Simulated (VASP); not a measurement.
# MnS (F-43m) in VASP: further runs

The runs below take MnS through single point, with PBEsol.

Everything below comes from runs of VASP 6.6.1. Logs are shortened: lines on timing, memory, paths and dates and some standing lists are left out, and cuts for length are marked.

## Step 1: The cell of the first run

Symmetry: F-43m, No. 216, cubic system. The conventional cell has a = 5.600 Å, b = 5.600 Å, c = 5.600 Å, α = 90.00°, β = 90.00°, γ = 90.00°. Within 3.2 Å of Mn (site symmetry -43m) lie 4 S at 2.42 Å. S (site symmetry -43m) has 4 Mn at 2.42 Å within 3.2 Å.

## Step 2: Single point, PBEsol, collinear spin, ferromagnetic start

INCAR reads:

```
SYSTEM = MnS
PREC = Accurate ; ENCUT = 520
EDIFF = 1E-6 ; ISMEAR = 0
SIGMA = 0.05 ; LREAL = .False.
LASPH = .True. ; NELM = 150
ALGO = Normal ; ISIF = 2
LWAVE = .False. ; LCHARG = .True.
ISPIN = 2 ; MAGMOM = 5 0
LORBIT = 11 ; LMAXMIX = 4
GGA = PS ; LELF = .True.
LVHAR = .True. ; NBANDS = 20
```

KPOINTS reads:

```
regular mesh
0
Gamma
  10 10 10
  0 0 0
```

POSCAR reads:

```
MnS
1.0
    0.0000000000      2.8000000000      2.8000000000
    2.8000000000      0.0000000000      2.8000000000
    2.8000000000      2.8000000000      0.0000000000
Mn S
1 1
Direct
    0.0000000000      0.0000000000      0.0000000000
    0.7500000000      0.7500000000      0.7500000000
```

Potentials or basis: VASP PAW PBE potentials, release 64 (Mn_pv, S).

On the command line:

```console
cat potpaw_PBE.64/Mn_pv/POTCAR potpaw_PBE.64/S/POTCAR > POTCAR
mpirun -np 1 vasp_std > vasp.out
```

OUTCAR:

```text
SYSTEM = MnS
   PREC = Accurate
   ENCUT = 520
   EDIFF = 1E-6
   ISMEAR = 0
   LREAL = .False.
   LASPH = .True.
   NELM = 150
   ISIF = 2
   ISPIN = 2
   LORBIT = 11
   GGA = PS

 ion  position               nearest neighbor table
   1  0.000  0.000  0.000-   2 2.42   2 2.42   2 2.42   2 2.42
   2  0.750  0.750  0.750-   1 2.42   1 2.42   1 2.42   1 2.42

  LATTYP: Found a face centered cubic cell.
 ALAT       =     5.6000000000

  Lattice vectors:

 A1 = (   0.0000000000,   2.8000000000,   2.8000000000)
 A2 = (   2.8000000000,   0.0000000000,   2.8000000000)
 A3 = (   2.8000000000,   2.8000000000,   0.0000000000)

Analysis of symmetry for initial positions (statically):
=====================================================================
 Subroutine PRICEL returns:
 Original cell was already a primitive cell.

 Routine SETGRP: Setting up the symmetry group for a
 face centered cubic supercell.

 Subroutine GETGRP returns: Found 24 space group operations
 (whereof 24 operations were pure point group operations)
 out of a pool of 48 trial point group operations.

The static configuration has the point symmetry T_d .

Analysis of symmetry for dynamics (positions and initial velocities):
=====================================================================
 Subroutine PRICEL returns:
 Original cell was already a primitive cell.

 Routine SETGRP: Setting up the symmetry group for a
 face centered cubic supercell.

 Subroutine GETGRP returns: Found 24 space group operations
 (whereof 24 operations were pure point group operations)
 out of a pool of 48 trial point group operations.

The dynamic configuration has the point symmetry T_d .

Analysis of structural, dynamic, and magnetic symmetry:
=====================================================================
 Subroutine PRICEL returns:
 Original cell was already a primitive cell.

 Routine SETGRP: Setting up the symmetry group for a
 face centered cubic supercell.

 Subroutine GETGRP returns: Found 24 space group operations
 (whereof 24 operations were pure point group operations)
 out of a pool of 48 trial point group operations.

The overall configuration has the point symmetry T_d .

 Subroutine INISYM returns: Found 24 space group operations
 (whereof 24 operations are pure point group operations),
 and found     1 'primitive' translations

[... 116 lines left out ...]
  Fermi-wavevector in a.u.,A,eV,Ry     =   1.238297  2.340041 20.862879  1.533378
  Thomas-Fermi vector in A             =   2.372828
   LORBIT       =     11    0 simple, 1 ext, 2 COOP (PROOUT), +10 PAW based schemes
   GGA     = PS    functional components
   LHFCALC =     F    Hartree Fock is set to
   AEXX    =    0.0000 exact exchange contribution
   IVDW    =     0    specifies the selected vdW correction
   LEPSILON=     F    determine dielectric tensor
   LRPA    =     F    only Hartree local field effects (RPA)
 spin polarized calculation
 Gauss-broadening in eV      SIGMA  =   0.05
  energy-cutoff  :      520.00
  volume of cell :       43.90
 maximum number of plane-waves:      1243
 NGX is ok and might be reduce to    30
   NGX = 15   NGY = 15   NGZ = 15

 number of electron      18.9999987 magnetization       4.9156836

 Free energy of the ion-electron system (eV)
  ---------------------------------------------------
  ext. energy  EPLUGINS =         0.00000000
  ---------------------------------------------------
  free energy    TOTEN  =       -14.75427979 eV

  energy without entropy =      -14.75280406  energy(sigma->0) =      -14.75354193

 E-fermi :   4.3667     XC(G=0):  -9.5190

 val. band max:        4.3662346305   @ k =   0.5000   0.4000   0.0000
 cond. band min:       4.3796195977   @ k =   0.4000   0.4000   0.0000
 fundamental gap:      0.0133849672
 Fermi energy:         4.3666953366

 spin component 1

 k-point     1 :       0.0000    0.0000    0.0000
  band No.  band energies     occupation
      1     -46.2034      1.00000
      2     -46.2034      1.00000
      3     -46.2034      1.00000
      4      -9.4991      1.00000
      5      -0.4855      1.00000
      6      -0.4855      1.00000
[... 541 lines left out ...]
     19      18.6247      0.00000
     20      19.2860      0.00000

 [... further k-points ...]

 spin component 2

 k-point     1 :       0.0000    0.0000    0.0000
  band No.  band energies     occupation
      1     -41.6757      1.00000
      2     -41.6757      1.00000
      3     -41.6757      1.00000
      4      -9.1598      1.00000
      5       1.1181      1.00000
      6       1.1181      1.00000
[... 541 lines left out ...]
     19      19.4585      0.00000
     20      20.0808      0.00000

 [... further k-points ...]

------------------------ aborting loop because EDIFF is reached ----------------------------------------

  FORCE on cell =-STRESS in cart. coord.  units (eV):
  Direction    XX          YY          ZZ          XY          YZ          ZX
  --------------------------------------------------------------------------------------
  -------------------------------------------------------------------------------------
  Total       -0.5078259     -0.5078259     -0.5078259      0.0000000      0.0000000      0.0000000
  in kB      -18.5319598    -18.5319598    -18.5319598      0.0000000      0.0000000      0.0000000
  external PRESSURE =     -18.5319598 kB  Pullay stress =       0.0000000 kB

 VOLUME and BASIS-vectors are now :
 -----------------------------------------------------------------------------
  energy-cutoff  :      520.00
  volume of cell :       43.90
      direct lattice vectors                 reciprocal lattice vectors
     0.000000000  2.800000000  2.800000000    -0.178571429  0.178571429  0.178571429
     2.800000000  0.000000000  2.800000000     0.178571429 -0.178571429  0.178571429
     2.800000000  2.800000000  0.000000000     0.178571429  0.178571429 -0.178571429

 POSITION                                       TOTAL-FORCE (eV/Angst)
 -----------------------------------------------------------------------------------
      0.00000      0.00000      0.00000         0.000000      0.000000      0.000000
      4.20000      4.20000      4.20000        -0.000000     -0.000000     -0.000000
 -----------------------------------------------------------------------------------
    total drift:                                0.000000      0.000000      0.000000

  FREE ENERGIE OF THE ION-ELECTRON SYSTEM (eV)
  ---------------------------------------------------
  free  energy   TOTEN  =       -14.7542797946 eV

  energy  without entropy=      -14.7528040565  energy(sigma->0) =      -14.75354193

 total charge

# of ion       s       p       d       tot
------------------------------------------
    1        0.264   6.216   4.900  11.380
    2        1.310   2.422   0.000   3.731
--------------------------------------------------
tot          1.574   8.638   4.900  15.112

 magnetization (x)

# of ion       s       p       d       tot
------------------------------------------
    1        0.049   0.067   4.201   4.316
    2        0.010   0.072   0.000   0.083
--------------------------------------------------
tot          0.059   0.139   4.201   4.399
```

OSZICAR:

```text
N       E                     dE             d eps       ncg     rms          rms(c)
DAV:   1     0.151423423530E+03    0.15142E+03   -0.10353E+04  3824   0.960E+02
DAV:   2    -0.760999833739E+01   -0.15903E+03   -0.14987E+03  3940   0.273E+02
DAV:   3    -0.158809804592E+02   -0.82710E+01   -0.81853E+01  4364   0.681E+01
DAV:   4    -0.159910870564E+02   -0.11011E+00   -0.11004E+00  4288   0.806E+00
DAV:   5    -0.159929389022E+02   -0.18518E-02   -0.18518E-02  4328   0.110E+00    0.111E+01
DAV:   6    -0.146982882853E+02    0.12947E+01   -0.50901E+00  4348   0.267E+01    0.948E+00
DAV:   7    -0.147522148104E+02   -0.53927E-01   -0.69052E-01  4116   0.914E+00    0.583E+00
DAV:   8    -0.147596195250E+02   -0.74047E-02   -0.32488E-02  4304   0.147E+00    0.309E+00
DAV:   9    -0.147531049808E+02    0.65145E-02   -0.10369E-02  4052   0.103E+00    0.326E-01
DAV:  10    -0.147541575019E+02   -0.10525E-02   -0.23915E-03  4040   0.370E-01    0.141E-01
DAV:  11    -0.147542089651E+02   -0.51463E-04   -0.22866E-04  4276   0.103E-01    0.111E-01
DAV:  12    -0.147542612276E+02   -0.52263E-04   -0.55456E-05  4100   0.601E-02    0.777E-02
DAV:  13    -0.147542719446E+02   -0.10717E-04   -0.81899E-06  4184   0.213E-02    0.412E-02
DAV:  14    -0.147542792712E+02   -0.73266E-05   -0.61812E-06  3992   0.136E-02    0.578E-03
DAV:  15    -0.147542797946E+02   -0.52343E-06   -0.30234E-07  3088   0.437E-03
   1 F= -.14754280E+02 E0= -.14753542E+02  d E =-.147574E-02  mag=     4.9155
```

It took 46 s on 1 thread of Intel Xeon 6975P-C (Granite Rapids), shared host; peak memory 0.22 GiB.

What came out:

| Property | Result |
| --- | --- |
| Free energy | -14.7543 eV |
| Pressure | -1.9 GPa |
| Net moment | 4.92 μB per cell |
| Site moments | Mn +4.32; S +0.08 μB |
| Valence electrons inside the program's atomic spheres | Mn 11.38; S 3.73 |

Caveat: the PAW data sets were made with another functional, which shifts forces and pressure a little; a cell with one magnetic atom can't hold antiferromagnetic order, which such compounds often take; semilocal functionals often make such compounds metallic where correlation or magnetic order opens a gap, which also shifts bond lengths. With open d or f shells a metallic result of PBEsol can be an artefact of self-interaction; +U or a hybrid may open a gap.

## Step 3: Single point, PBEsol, collinear spin, ferromagnetic start

INCAR reads:

```
SYSTEM = MnS
PREC = Accurate
ENCUT = 520
EDIFF = 1E-6
ISMEAR = 0
SIGMA = 0.05
LREAL = .False.
LASPH = .True.
NELM = 150
ALGO = Normal
ISIF = 2
LWAVE = .False.
LCHARG = .True.
ISPIN = 2
MAGMOM = 4.56 0
LORBIT = 11
LMAXMIX = 4
GGA = PS
LELF = .True.
LVHAR = .True.
NBANDS = 20
```

KPOINTS is that of step 2.

POSCAR is that of step 2.

Potentials or basis: VASP PAW PBE potentials, release 64 (Mn_pv, S).

On the command line:

```console
cat potpaw_PBE.64/Mn_pv/POTCAR potpaw_PBE.64/S/POTCAR > POTCAR
mpirun -np 1 vasp_std > vasp.out
```

OUTCAR:

```text
SYSTEM = MnS
   PREC = Accurate
   ENCUT = 520
   EDIFF = 1E-6
   ISMEAR = 0
   LREAL = .False.
   LASPH = .True.
   NELM = 150
   ISIF = 2
   ISPIN = 2
   LORBIT = 11
   GGA = PS

 ion  position               nearest neighbor table
   1  0.000  0.000  0.000-   2 2.42   2 2.42   2 2.42   2 2.42
   2  0.750  0.750  0.750-   1 2.42   1 2.42   1 2.42   1 2.42

  LATTYP: Found a face centered cubic cell.
 ALAT       =     5.6000000000

  Lattice vectors:

 A1 = (   0.0000000000,   2.8000000000,   2.8000000000)
 A2 = (   2.8000000000,   0.0000000000,   2.8000000000)
 A3 = (   2.8000000000,   2.8000000000,   0.0000000000)

Analysis of symmetry for initial positions (statically):
=====================================================================
 Subroutine PRICEL returns:
 Original cell was already a primitive cell.

 Routine SETGRP: Setting up the symmetry group for a
 face centered cubic supercell.

 Subroutine GETGRP returns: Found 24 space group operations
[... 749 lines left out ...]
      3     -41.6756      1.00000
      4      -9.1597      1.00000
      5       1.1181      1.00000
      6       1.1181      1.00000
[... 541 lines left out ...]
     19      19.4585      0.00000
     20      20.0809      0.00000

 [... further k-points ...]

------------------------ aborting loop because EDIFF is reached ----------------------------------------

  FORCE on cell =-STRESS in cart. coord.  units (eV):
  Direction    XX          YY          ZZ          XY          YZ          ZX
  --------------------------------------------------------------------------------------
  -------------------------------------------------------------------------------------
  Total       -0.5092494     -0.5092494     -0.5092494      0.0000000     -0.0000000     -0.0000000
  in kB      -18.5839082    -18.5839082    -18.5839082      0.0000000     -0.0000000     -0.0000000
  external PRESSURE =     -18.5839082 kB  Pullay stress =       0.0000000 kB

 VOLUME and BASIS-vectors are now :
 -----------------------------------------------------------------------------
  energy-cutoff  :      520.00
  volume of cell :       43.90
      direct lattice vectors                 reciprocal lattice vectors
     0.000000000  2.800000000  2.800000000    -0.178571429  0.178571429  0.178571429
     2.800000000  0.000000000  2.800000000     0.178571429 -0.178571429  0.178571429
     2.800000000  2.800000000  0.000000000     0.178571429  0.178571429 -0.178571429

 POSITION                                       TOTAL-FORCE (eV/Angst)
 -----------------------------------------------------------------------------------
      0.00000      0.00000      0.00000        -0.000000      0.000000     -0.000000
      4.20000      4.20000      4.20000         0.000000     -0.000000      0.000000
 -----------------------------------------------------------------------------------
    total drift:                                0.000000      0.000000      0.000000

  FREE ENERGIE OF THE ION-ELECTRON SYSTEM (eV)
  ---------------------------------------------------
  free  energy   TOTEN  =       -14.7542798119 eV

  energy  without entropy=      -14.7528038768  energy(sigma->0) =      -14.75354184

 total charge

# of ion       s       p       d       tot
------------------------------------------
    1        0.264   6.216   4.900  11.380
    2        1.310   2.422   0.000   3.731
--------------------------------------------------
tot          1.574   8.638   4.900  15.112

 magnetization (x)

# of ion       s       p       d       tot
------------------------------------------
    1        0.049   0.067   4.201   4.316
    2        0.010   0.072   0.000   0.083
--------------------------------------------------
tot          0.059   0.139   4.201   4.399
```

It took 49 s on 1 thread of Intel Xeon 6975P-C (Granite Rapids), shared host; peak memory 0.21 GiB.

What came out:

* Free energy: -14.7543 eV
* Pressure: -1.9 GPa
* Net moment: 4.92 μB per cell
* Site moments: Mn +4.32; S +0.08 μB
* Valence electrons inside the program's atomic spheres: Mn 11.38; S 3.73

Caveat: the PAW data sets were made with another functional, which shifts forces and pressure a little; a cell with one magnetic atom can't hold antiferromagnetic order, which such compounds often take; semilocal functionals often make such compounds metallic where correlation or magnetic order opens a gap, which also shifts bond lengths. With open d or f shells a metallic result of PBEsol can be an artefact of self-interaction; +U or a hybrid may open a gap.

## Step 4: Single point, PBEsol, collinear spin, ferromagnetic start

INCAR reads:

```
  PREC = Accurate
  ENCUT = 520
  EDIFF = 1E-7
  ISMEAR = 0
  SIGMA = 0.05
  LREAL = F
  LASPH = T
  NELM = 150
  ALGO = Normal
  ISIF = 2
  LWAVE = F
  LCHARG = F
  ISPIN = 2
  MAGMOM = 0.5 0
  LORBIT = 11
  LMAXMIX = 4
  GGA = PS
  NBANDS = 20
```

KPOINTS reads:

```
regular mesh
0
Gamma
  10 10 10
```

POSCAR is that of step 3.

On the command line:

```console
cat potpaw_PBE.64/Mn_pv/POTCAR potpaw_PBE.64/S/POTCAR > POTCAR
mpirun -np 1 vasp_std > vasp.out
```

It took 2.7 min on 1 thread of Intel Xeon 6975P-C (Granite Rapids), shared host; peak memory 0.22 GiB.

The run converged. Its results:

```yaml
Free_energy: -13.2174 eV
Pressure: -23.7 GPa
Net_moment: -0.17 μB per cell
Site_moments: Mn -0.18; S +0.03 μB
Valence_electrons_inside_the_program's_atomic_spheres: Mn 11.49; S 3.59
```

Levels at points of the mesh, in eV from the Fermi level:
Spin up:
```
           k point  band 6  band 7  band 8  band 9  band 10  band 11  band 12  band 13
(0.00, 0.00, 0.00)   -3.43   -3.43   -0.42   -0.42     1.89     2.17     2.17     2.17
(0.50, 0.00, 0.00)   -3.31   -3.31   -0.27   -0.27    -0.03     1.22     1.22     4.02
(0.50, 0.50, 0.00)   -3.28   -3.28   -0.62   -0.20    -0.11     0.36     0.36     4.16
```
Spin down:
```tsv
k point	band 5	band 6	band 7	band 8	band 9	band 10	band 11	band 12	band 13	band 14
(0.00, 0.00, 0.00)	-3.53	-3.53	-3.53	-0.29	-0.29	1.84	1.89	1.89	1.89	6.90
(0.50, 0.00, 0.00)	-5.03	-3.37	-3.37	-0.40	-0.23	-0.23	0.99	0.99	3.97	7.39
(0.50, 0.50, 0.00)	-5.00	-3.30	-3.30	-0.93	-0.09	0.01	0.01	0.03	4.01	5.61
```

Caveat: the cell stands under tension; the PAW data sets were made with another functional, which shifts forces and pressure a little; semilocal functionals often make such compounds metallic where correlation or magnetic order opens a gap, which also shifts bond lengths. With open d or f shells a metallic result of PBEsol can be an artefact of self-interaction; +U or a hybrid may open a gap.

## Step 5: Single point, PBEsol, non-collinear spin, typed start, spin-orbit coupling

INCAR reads:

```
SYSTEM = MnS
PREC     = Accurate       ! precision mode
ENCUT    = 520            ! plane-wave cutoff, eV
EDIFF    = 1E-7           ! SCF threshold, eV
ISMEAR   = 0              ! smearing method
SIGMA    = 0.05           ! smearing width, eV
LREAL    = .False.        ! projectors in reciprocal space
LASPH    = .True.         ! aspherical terms in the spheres
NELM     = 150            ! most SCF steps
ALGO     = Normal         ! electronic algorithm
ISIF     = 2              ! what is computed and relaxed
LWAVE    = .False.        ! write WAVECAR
LCHARG   = .False.        ! write CHGCAR
MAGMOM   = 2.633 2.633 2.633 0 0 0 ! initial moments
LORBIT   = 11             ! projections on sites
LSORBIT  = .True.         ! spin-orbit coupling
GGA_COMPAT= .False.      
LORBMOM  = .True.       
LMAXMIX  = 4              ! l up to which the mixer works
GGA      = PS             ! functional
NBANDS   = 31             ! bands
```

KPOINTS reads:

```
regular mesh
0
Gamma
  10 10 10
  0 0 0
```

POSCAR is that of step 4.

On the command line:

```console
cat potpaw_PBE.64/Mn_pv/POTCAR potpaw_PBE.64/S/POTCAR > POTCAR
mpirun -np 1 vasp_ncl > vasp.out
```

Run time: 21 min. Hardware: 1 thread of Intel Xeon 6975P-C (Granite Rapids), shared host; peak memory 0.76 GiB.

The run converged. Its results:

| Item | Value |
| --- | --- |
| Free energy | -14.7692 eV |
| Pressure | -1.9 GPa |
| Net moment | 4.91 μB per cell |
| Valence electrons inside the program's atomic spheres | Mn 11.38; S 3.73 |

Moments on the atoms (μB; x, y, z):
```
Mn  2.49 2.49 2.49
S   0.05 0.05 0.05
```

Caveat: the PAW data sets were made with another functional, which shifts forces and pressure a little; a cell with one magnetic atom can't hold antiferromagnetic order, which such compounds often take.
